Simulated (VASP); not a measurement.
# Tl (P6_3/mmc) in VASP: notebook

Tl is run at these levels: PBE+D3(BJ); tasks: relaxation of shape and atoms at fixed volume, single point.

Everything below comes from runs of VASP 6.6.1. Logs are shortened: lines on timing, memory, paths and dates and some standing lists are left out, and cuts for length are marked.

## (1) The cell of the first run

The structure is hexagonal, space group P6_3/mmc (No. 194). The conventional cell has a = 3.491 Å, b = 3.491 Å, c = 11.462 Å, α = 90.00°, β = 90.00°, γ = 120.00°. Tl (site symmetry -3m) has 12 Tl at 3.49 to 3.50 Å within 4.6 Å. Within 4.6 Å of Tl (site symmetry -6m2) lie 12 Tl at 3.49 to 3.50 Å.

## (2) Relaxation of shape and atoms at fixed volume, PBE+D3(BJ) (30.24 Å³/atom)

File INCAR:

```
SYSTEM = Tl
PREC     = Accurate       ! precision mode
ENCUT    = 600            ! plane-wave cutoff, eV
EDIFF    = 1E-6           ! SCF threshold, eV
ISMEAR   = 0              ! smearing method
SIGMA    = 0.1            ! smearing width, eV
LREAL    = .FALSE.        ! projectors in reciprocal space
LASPH    = .TRUE.         ! aspherical terms in the spheres
NELM     = 100            ! most SCF steps
ALGO     = Normal         ! electronic algorithm
ISIF     = 4              ! what is computed and relaxed
LWAVE    = .FALSE.        ! write WAVECAR
LCHARG   = .FALSE.        ! write CHGCAR
GGA      = PE             ! functional
IVDW     = 12             ! dispersion correction
IBRION   = 2              ! ionic algorithm
NSW      = 50             ! ionic steps
EDIFFG   = -0.01          ! ionic threshold
```

File KPOINTS:

```
regular mesh
0
G
  15 15 4
  0 0 0
```

File POSCAR:

```
Tl
1.0
    3.4905298200      0.0000000000      0.0000000000
   -1.7452649100      3.0228874968      0.0000000000
    0.0000000000      0.0000000000     11.4623657939
Tl
4
Direct
    0.0000000000      0.0000000000      0.0000000000
    0.3333333333      0.6666666667      0.2500000000
    0.0000000000      0.0000000000      0.5000000000
    0.6666666667      0.3333333333      0.7500000000
```

Potentials or basis: VASP PAW PBE potentials, release 64 (Tl_d).

Command:

```bash
$ cat potpaw_PBE.64/Tl_d/POTCAR > POTCAR
$ mpirun -np 1 vasp_std > vasp.out
```

OUTCAR:

```text
SYSTEM = Tl
   PREC = Accurate
   ENCUT = 600
   EDIFF = 1E-6
   ISMEAR = 0
   LREAL = .FALSE.
   LASPH = .TRUE.
   NELM = 100
   ISIF = 4
   GGA = PE
   IVDW = 12
   IBRION = 2
   NSW = 50
   EDIFFG = -0.01
 IVDW          = 12

 ion  position               nearest neighbor table
   1  0.000  0.000  0.000-   2 3.50   4 3.50   4 3.50   2 3.50   4 3.50   2 3.50
   2  0.333  0.667  0.250-   1 3.50   3 3.50   1 3.50   3 3.50   1 3.50   3 3.50
   3  0.000  0.000  0.500-   2 3.50   4 3.50   4 3.50   2 3.50   4 3.50   2 3.50
   4  0.667  0.333  0.750-   1 3.50   3 3.50   1 3.50   3 3.50   1 3.50   3 3.50

  LATTYP: Found a hexagonal cell.
 ALAT       =     3.4905298200
 C/A-ratio  =     3.2838469760

  Lattice vectors:

 A1 = (   3.4905298200,   0.0000000000,   0.0000000000)
 A2 = (  -1.7452649100,   3.0228874968,   0.0000000000)
 A3 = (   0.0000000000,   0.0000000000,  11.4623657939)

Analysis of symmetry for initial positions (statically):
=====================================================================
 Subroutine PRICEL returns:
 Original cell was already a primitive cell.

 Routine SETGRP: Setting up the symmetry group for a
 hexagonal supercell.

 Subroutine GETGRP returns: Found 24 space group operations
 (whereof 12 operations were pure point group operations)
 out of a pool of 24 trial point group operations.

The static configuration has the point symmetry D_3d.
 The point group associated with its full space group is D_6h.

Analysis of symmetry for dynamics (positions and initial velocities):
=====================================================================
 Subroutine PRICEL returns:
 Original cell was already a primitive cell.

 Routine SETGRP: Setting up the symmetry group for a
 hexagonal supercell.

 Subroutine GETGRP returns: Found 24 space group operations
 (whereof 12 operations were pure point group operations)
 out of a pool of 24 trial point group operations.

The dynamic configuration has the point symmetry D_3d.
 The point group associated with its full space group is D_6h.

 Subroutine INISYM returns: Found 24 space group operations
 (whereof 12 operations are pure point group operations),
 and found     1 'primitive' translations

----------------------------------------------------------------------------------------

                                     Primitive cell

  volume of cell :     120.9449

  direct lattice vectors                    reciprocal lattice vectors
     3.490529820  0.000000000  0.000000000     0.286489459  0.165404766  0.000000000
    -1.745264910  3.022887497  0.000000000     0.000000000  0.330809533  0.000000000
     0.000000000  0.000000000 11.462365794     0.000000000  0.000000000  0.087242025

  length of vectors
     3.490529820  3.490529820 11.462365794     0.330809533  0.330809533  0.087242025

  position of ions in fractional coordinates (direct lattice)
     0.000000000  0.000000000  0.000000000
     0.333333333  0.666666667  0.250000000
     0.000000000  0.000000000  0.500000000
     0.666666667  0.333333333  0.750000000

  ion indices of the primitive-cell ions
   primitive index   ion index
                 1           1
                 2           2
                 3           3
                 4           4

----------------------------------------------------------------------------------------

 KPOINTS: regular mesh

Automatic generation of k-mesh.
 Grid dimensions read from file:
 generate k-points for:   15   15    4

 Generating k-lattice:

  Cartesian coordinates                     Fractional coordinates (reciprocal lattice)
     0.019099297  0.011026984  0.000000000     0.066666667  0.000000000  0.000000000
     0.000000000  0.022053969  0.000000000     0.000000000  0.066666667  0.000000000
     0.000000000  0.000000000  0.021810506     0.000000000  0.000000000  0.250000000

  Length of vectors
     0.022053969  0.022053969  0.021810506

  Shift w.r.t. Gamma in fractional coordinates (k-lattice)
     0.000000000  0.000000000  0.000000000

 Subroutine IBZKPT returns following result:
 ===========================================

 Found     81 irreducible k-points:

 Following reciprocal coordinates:
            Coordinates               Weight
  0.000000  0.000000  0.000000      1.000000
  0.066667  0.000000  0.000000      6.000000
  0.133333  0.000000  0.000000      6.000000
  0.200000 -0.000000  0.000000      6.000000
  0.266667  0.000000  0.000000      6.000000
  0.333333  0.000000  0.000000      6.000000
[... 16 lines left out ...]
  0.333333  0.200000  0.000000     12.000000
  0.400000  0.200000  0.000000      6.000000
 [... further k-points ...]
   k-points           NKPTS =     81   k-points in BZ     NKDIM =     81   number of bands    NBANDS=     31
   number of dos      NEDOS =    301   number of ions     NIONS =      4
   total plane-waves  NPLWV =  75264
   dimension x,y,z NGX =    28 NGY =   28 NGZ =   96
   dimension x,y,z NGXF=    56 NGYF=   56 NGZF=  192
   ions per type =               4
   NGX,Y,Z   is equivalent  to a cutoff of  13.34, 13.34, 13.92 a.u.
   NGXF,Y,Z  is equivalent  to a cutoff of  26.67, 26.67, 27.85 a.u.
 SYSTEM =  Tl
   PREC   = accura    normal or accurate (medium, high low for compatibility)
   ISTART =      0    job   : 0-new  1-cont  2-samecut
   ICHARG =      2    charge: 1-file 2-atom 10-const
   ISPIN  =      1    spin polarized calculation?
   LNONCOLLINEAR =      F non collinear calculations
   LSORBIT =      F    spin-orbit coupling
   LASPH  =      T    aspherical Exc in radial PAW
   ENCUT  =  600.0 eV  44.10 Ry    6.64 a.u.   6.97  6.97 22.89*2*pi/ulx,y,z
   NELM   =    100;   NELMIN=  2; NELMDL= -5     # of ELM steps
   EDIFF  = 0.1E-05   stopping-criterion for ELM
   LREAL  =      F    real-space projection
   EDIFFG = -.1E-01   stopping-criterion for IOM
   NSW    =     50    number of steps for IOM
   IBRION =      2    ionic relax: 0-MD 1-quasi-New 2-CG
   NFREE  =      1    steps in history (QN), initial steepest desc. (CG)
   ISIF   =      4    stress and relaxation
   ISYM   =      2    0-nonsym 1-usesym 2-fastsym
   POTIM  = 0.5000    time-step for ionic-motion
   TEBEG  =    0.0;   TEEND  =   0.0 temperature during run
   PSTRESS=    0.0 pullay stress
   NELECT =      52.0000    total number of electrons
   NUPDOWN=      -1.0000    fix difference up-down
   EMIN   =  10.00;   EMAX   =-10.00  energy-range for DOS
   EFERMI =   0.00;   METHOD = LEGACY
   ISMEAR =     0;   SIGMA  =   0.10  broadening in eV -4-tet -1-fermi 0-gaus
   EFERMI_NEDOS =   21; number of points for ismear=-14 and -15
   IALGO  =     38    algorithm
   IMIX   =      4    mixing-type and parameters
     AMIX     =   0.40;   BMIX     =  1.00
     AMIX_MAG =   1.60;   BMIX_MAG =  1.00
  volume/ion in A,a.u.               =      30.24       204.04
  Fermi-wavevector in a.u.,A,eV,Ry     =   1.235606  2.334957 20.772323  1.526723
  Thomas-Fermi vector in A             =   2.370249
   LORBIT       =      0    0 simple, 1 ext, 2 COOP (PROOUT), +10 PAW based schemes
   GGA     = PE    functional components
   LHFCALC =     F    Hartree Fock is set to
   AEXX    =    0.0000 exact exchange contribution
   IVDW    =    12    specifies the selected vdW correction
   LEPSILON=     F    determine dielectric tensor
   LRPA    =     F    only Hartree local field effects (RPA)
 conjugate gradient relaxation of ions
 non-spin polarized calculation
 Gauss-broadening in eV      SIGMA  =   0.10
  energy-cutoff  :      600.00
  volume of cell :      120.94
 maximum number of plane-waves:      4069
 NGX is ok and might be reduce to    28
   NGX = 13   NGY = 13   NGZ = 45

 number of electron      52.0000008 magnetization

 Free energy of the ion-electron system (eV)
  ---------------------------------------------------
  ext. energy  EPLUGINS =         0.00000000
  ---------------------------------------------------
  free energy    TOTEN  =        -8.83348049 eV

  energy without entropy =       -8.82533612  energy(sigma->0) =       -8.82940830

 E-fermi :   5.9921     XC(G=0):  -9.9159

 val. band max:        5.9905491997   @ k =   0.3333   0.2000   0.0000
 cond. band min:       5.9985439325   @ k =   0.2667   0.1333   0.0000
 fundamental gap:      0.0079947328
 Fermi energy:         5.9920509232

 k-point     1 :       0.0000    0.0000    0.0000
  band No.  band energies     occupation
      1      -5.7011      2.00000
      2      -5.6121      2.00000
      3      -5.5975      2.00000
      4      -5.5439      2.00000
      5      -5.5391      2.00000
      6      -5.5391      2.00000
[... 23 lines left out ...]
     30      14.8058      0.00000
     31      14.8186      0.00000

 k-point     2 :       0.0667    0.0000    0.0000
  band No.  band energies     occupation
      1      -5.6859      2.00000
      2      -5.6021      2.00000
      3      -5.5950      2.00000
      4      -5.5429      2.00000
      5      -5.5392      2.00000
      6      -5.5294      2.00000
[... 23 lines left out ...]
     30      13.8995      0.00000
     31      13.9276      0.00000

 k-point     3 :       0.1333    0.0000    0.0000
  band No.  band energies     occupation
      1      -5.6600      2.00000
      2      -5.5995      2.00000
      3      -5.5949      2.00000
      4      -5.5406      2.00000
      5      -5.5369      2.00000
      6      -5.5257      2.00000
[... 23 lines left out ...]
     30      12.2724      0.00000
     31      12.7453      0.00000

 k-point     4 :       0.2000   -0.0000    0.0000
  band No.  band energies     occupation
      1      -5.6778      2.00000
      2      -5.6168      2.00000
      3      -5.6149      2.00000
      4      -5.5410      2.00000
      5      -5.5383      2.00000
      6      -5.4911      2.00000
[... 635 lines left out ...]
     30       8.0812      0.00000
     31       8.6714      0.00000

 k-point    23 :       0.3333    0.2000    0.0000
  band No.  band energies     occupation
      1      -5.6934      2.00000
      2      -5.6885      2.00000
      3      -5.6140      2.00000
      4      -5.6013      2.00000
      5      -5.5551      2.00000
      6      -5.5379      2.00000
[... 23 lines left out ...]
     30       7.7115      0.00000
     31       8.3163      0.00000

 k-point    24 :       0.4000    0.2000    0.0000
  band No.  band energies     occupation
      1      -5.7032      2.00000
      2      -5.6924      2.00000
      3      -5.6158      2.00000
      4      -5.5978      2.00000
      5      -5.5708      2.00000
      6      -5.5445      2.00000
[... 23 lines left out ...]
     30       7.5978      0.00000
     31       8.2093      0.00000

 [... further k-points ...]

------------------------ aborting loop because EDIFF is reached ----------------------------------------

 Edisp (eV)   -1.29409

 E8    (eV) :    -0.6764

  FORCE on cell =-STRESS in cart. coord.  units (eV):
  Direction    XX          YY          ZZ          XY          YZ          ZX
  --------------------------------------------------------------------------------------
  -------------------------------------------------------------------------------------
  Total      -0.68316    -0.68316    -0.68845    -0.00000     0.00000     0.00000
  in kB      -9.04988    -9.04988    -9.11998    -0.00000     0.00000     0.00000
  external pressure =       -9.07 kB  Pullay stress =        0.00 kB

 VOLUME and BASIS-vectors are now :
 -----------------------------------------------------------------------------
  energy-cutoff  :      600.00
  volume of cell :      120.94
      direct lattice vectors                 reciprocal lattice vectors
     3.490529820  0.000000000  0.000000000     0.286489459  0.165404766  0.000000000
    -1.745264910  3.022887497  0.000000000     0.000000000  0.330809533  0.000000000
     0.000000000  0.000000000 11.462365794     0.000000000  0.000000000  0.087242025

 POSITION                                       TOTAL-FORCE (eV/Angst)
 -----------------------------------------------------------------------------------
      0.00000      0.00000      0.00000        -0.000000      0.000000      0.000000
     -0.00000      2.01526      2.86559        -0.000000      0.000000      0.000000
      0.00000      0.00000      5.73118        -0.000000      0.000000      0.000000
      1.74526      1.00763      8.59677         0.000000     -0.000000     -0.000000
 -----------------------------------------------------------------------------------
    total drift:                                0.000000     -0.000000      0.000000

  FREE ENERGIE OF THE ION-ELECTRON SYSTEM (eV)
  ---------------------------------------------------
  free  energy   TOTEN  =       -10.1275701599 eV

  energy  without entropy=      -10.1194257812  energy(sigma->0) =      -10.12349797

 reached required accuracy - stopping structural energy minimisation
```

Run time: 2.4 min. Hardware: 1 thread of AMD EPYC 9R45 (Zen 5), shared host; peak memory 0.4 GiB.

Results:

```
Free energy                : -10.1276 eV
Pressure after relaxing    : -0.9 GPa
Band gap on the k mesh     : zero (bands 26 and 27 overlap by 3.98 eV)
Dispersion energy per atom : -0.324 eV
```

Final structure:
```cif
data_structure
_symmetry_space_group_name_H-M 'P 1'
_symmetry_Int_Tables_number 1
_cell_length_a 3.4905
_cell_length_b 3.4905
_cell_length_c 11.4624
_cell_angle_alpha 90.000
_cell_angle_beta 90.000
_cell_angle_gamma 120.000
_cell_volume 120.94
loop_
_atom_site_label
_atom_site_type_symbol
_atom_site_fract_x
_atom_site_fract_y
_atom_site_fract_z
_atom_site_occupancy
Tl1 Tl 0.00000 0.00000 0.00000 1
Tl2 Tl 0.33333 0.66667 0.25000 1
Tl3 Tl 0.00000 0.00000 0.50000 1
Tl4 Tl 0.66667 0.33333 0.75000 1
```

Levels at points of the mesh, in eV from the Fermi level:
| k point | band 22 | band 23 | band 24 | band 25 | band 26 | band 27 | band 28 | band 29 | band 30 | band 31 |
| --- | --- | --- | --- | --- | --- | --- | --- | --- | --- | --- |
| (0.00, 0.00, 0.00) | -8.37 | -8.35 | -5.37 | -2.69 | 2.82 | 2.83 | 7.93 | 7.93 | 8.81 | 8.83 |
| (0.00, 0.00, 0.50) | -9.34 | -6.77 | -6.77 | -0.66 | -0.66 | 6.80 | 6.80 | 8.18 | 8.18 | 8.18 |

Caveat: spin-orbit coupling is left out, which moves the levels of the heavy elements.

## (3) Single point, PBE+D3(BJ) (strain along c alone, the other axes held: -1.0 %)

File INCAR:

```
ALGO = Normal
EDIFF = 1E-7
ENCUT = 520
GGA = PE
ISIF = 2
ISMEAR = 0
IVDW = 12
LASPH = T
LCHARG = T
LELF = T
LREAL = F
LVHAR = T
LWAVE = F
NBANDS = 34
NELM = 100
PREC = Accurate
SIGMA = 0.1
```

File KPOINTS:

```
k-points
0
Gamma
  18 18 6
```

File POSCAR:

```
Tl
1.0
    3.4563066890      0.0000000000      0.0000000000
   -1.7281533445      2.9932493959      0.0000000000
    0.0000000000      0.0000000000     11.2364828595
Tl
4
Direct
    0.0000000000      0.0000000000      0.0000000000
    0.3333333333      0.6666666667      0.2500000000
    0.0000000000      0.0000000000      0.5000000000
    0.6666666667      0.3333333333      0.7500000000
```

Potentials or basis: VASP PAW PBE potentials, release 64 (Tl_d).

Command:

```bash
$ cat potpaw_PBE.64/Tl_d/POTCAR > POTCAR
$ mpirun -np 1 vasp_std > vasp.out
```

It took 7.2 min on 1 thread of Intel Xeon Platinum 8259CL at 2.50GHz (Skylake/Cascade Lake), shared host; peak memory 0.54 GiB.

It converged, with:

```yaml
Free_energy: -10.1341 eV
Pressure: 0.3 GPa
Band_gap_on_the_k_mesh: zero (bands 26 and 27 overlap by 4.34 eV)
Dispersion_energy_per_atom: -0.337 eV
```

Levels at points of the mesh, in eV from the Fermi level:
```
           k point  band 23  band 24  band 25  band 26  band 27  band 28  band 29  band 30
(0.00, 0.00, 0.00)    -8.52    -5.26    -2.80     3.09     3.10     8.09     8.09     9.02
(0.50, 0.00, 0.00)    -4.67    -4.00    -2.59    -2.28    -0.30     0.14     1.88     2.87
(0.00, 0.00, 0.50)    -6.82    -6.82    -0.58    -0.58     7.25     7.25     8.35     8.35
(0.50, 0.00, 0.50)    -4.49    -4.49    -1.73    -1.73    -1.07    -1.07     3.48     3.48
```

Caveat: the cell differs from its parent crystal (strain along c alone, the other axes held: -1.0 %); spin-orbit coupling is left out, which moves the levels of the heavy elements.
